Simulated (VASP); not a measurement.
# Os: relaxation of cell and atoms with r2SCAN

The system is Os.

```
Os
1.0
     2.53801    0.00000    0.00000
     0.00000    2.53801    0.00000
     0.00000    0.00000    2.53801
Os
1
Direct
  0.00000 0.00000 0.00000
```

This isn't the form of Os at room conditions, which is hcp.

| Item | Value |
| --- | --- |
| Program | VASP 6.6.1 |
| Task | relaxation of cell and atoms |
| Functional | r2SCAN |
| Potentials or basis | VASP PAW PBE potentials, release 64 (Os) |
| Cutoff | 600 eV |
| k mesh | 22 × 22 × 22 |
| Occupations | gaussian, width 0.1 eV |
| Spin | no spin polarisation |
| Dipole correction | no |
| Further INCAR settings | ALGO = Normal; EDIFF = 1e-06; IBRION = 2; EDIFFG = -0.01; NSW = 100; ISIF = 3 |

The relaxed volume is 16.40 Å³/atom. The relaxed cell is a = 2.541 Å, b = 2.541 Å, c = 2.541 Å, α = 90.00°, β = 90.00°, γ = 90.00°, the space group after relaxing (to 0.1 Å) is Pm-3m (No. 221) and the energy gained by relaxing is 0.1 meV/atom. The ionic steps are 3. The pressure after relaxing is 0.0 GPa. The band gap on the k mesh is zero (bands 4 and 5 overlap by 6.28 eV).

Step by step:
```csv
step,energy change (eV),largest force (eV/Å),pressure (GPa),volume (Å³)
1,0.0000,0.0000,0.93,16.35
2,0.0016,0.0000,-3.07,16.57
3,-0.0001,0.0000,0.00,16.40
```

Final structure:
```
CELL_PARAMETERS angstrom
2.54058 0.00000 0.00000
0.00000 2.54058 0.00000
0.00000 0.00000 2.54058
ATOMIC_POSITIONS crystal
Os 0.00000 0.00000 0.00000
```

Levels at points of the mesh, in eV from the Fermi level:
| k point | band 1 | band 2 | band 3 | band 4 | band 5 | band 6 | band 7 | band 8 |
| --- | --- | --- | --- | --- | --- | --- | --- | --- |
| (0.00, 0.00, 0.00) | -9.96 | -6.43 | -6.43 | 2.42 | 2.42 | 2.42 | 16.46 | 16.46 |
| (0.50, 0.00, 0.00) | -6.64 | -5.53 | -1.13 | -1.03 | -1.03 | 2.77 | 7.57 | 16.45 |
| (0.50, 0.50, 0.00) | -7.08 | -4.87 | -0.37 | -0.37 | 4.74 | 4.74 | 4.89 | 13.62 |
| (0.50, 0.50, 0.50) | -5.60 | -5.60 | -5.60 | 5.14 | 5.14 | 9.26 | 11.86 | 11.86 |

Run time: 8.6 min on 1 thread of Oxide Virtual Turin-like Processor, on a shared host, peak memory 0.15 GiB.

Caveat: the PAW data sets were made with another functional, which shifts forces and pressure a little; spin-orbit coupling is left out, which moves the levels of the heavy elements.
